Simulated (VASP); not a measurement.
Here is a VASP 6.6.1 calculation.

The input POSCAR:

```
In3SbAs2
1.0
    4.4278068155      0.0000000000      0.0000000000
   -2.2139034078      3.8345931853      0.0000000000
    0.0000000000      0.0000000000     10.8567377940
As Sb In
2 1 3
Direct
    0.0000000000      0.0000000000      0.0070224502
    0.3333333333      0.6666666667      0.3273449660
    0.6666666667      0.3333333333      0.6648219420
    0.3333333333      0.6666666667      0.0830474251
    0.6666666667      0.3333333333      0.4037784456
    0.0000000000      0.0000000000      0.7639847711
```

File INCAR.step1:

```
PREC     = Accurate       # precision mode
ENCUT    = 520            # plane-wave cutoff, eV
ISMEAR   = -1             # smearing method
SIGMA    = 0.02           # smearing width, eV
LREAL    = F              # projectors in reciprocal space
LASPH    = T              # aspherical terms in the spheres
NELM     = 80             # most SCF steps
NBANDS   = 36             # bands
GGA      = PE             # functional
ALGO     = Normal         # electronic algorithm
EDIFF    = 1E-4           # SCF threshold, eV
LWAVE    = T              # write WAVECAR
LCHARG   = F              # write CHGCAR
```

INCAR.step2

```
PREC     = Accurate       # precision mode
ENCUT    = 520            # plane-wave cutoff, eV
EDIFF    = 1E-6           # SCF threshold, eV
ISMEAR   = -1             # smearing method
SIGMA    = 0.02           # smearing width, eV
LREAL    = F              # projectors in reciprocal space
LASPH    = T              # aspherical terms in the spheres
NELM     = 80             # most SCF steps
ALGO     = Normal         # electronic algorithm
ISIF     = 2              # what is computed and relaxed
LWAVE    = F              # write WAVECAR
LCHARG   = F              # write CHGCAR
METAGGA  = R2SCAN         # meta-GGA
LMIXTAU  = T            
NBANDS   = 36             # bands
ISTART   = 1
```

File KPOINTS:

```
regular mesh
0
Gamma
  6 6 2
```

Potentials or basis: VASP PAW PBE potentials, release 64 (As, Sb, In_d).

The run is started by

```sh
$ cat potpaw_PBE.64/As/POTCAR potpaw_PBE.64/Sb/POTCAR potpaw_PBE.64/In_d/POTCAR > POTCAR
$ cp INCAR.step1 INCAR
$ mpirun -np 1 vasp_std > vasp.out
$ cp INCAR.step2 INCAR
$ mpirun -np 1 vasp_std > vasp.out
```

(1) What does it give for the band gap on the k mesh?

(2) Estimate the pressure.

Results:

(1) zero (filled and empty bands touch).

(2) 0.0 GPa.

Caveat: semilocal functionals underestimate gaps, so a narrow gap can read as zero; the PAW data sets were made with another functional, which shifts forces and pressure a little; spin-orbit coupling is left out, which moves the levels of the heavy elements.
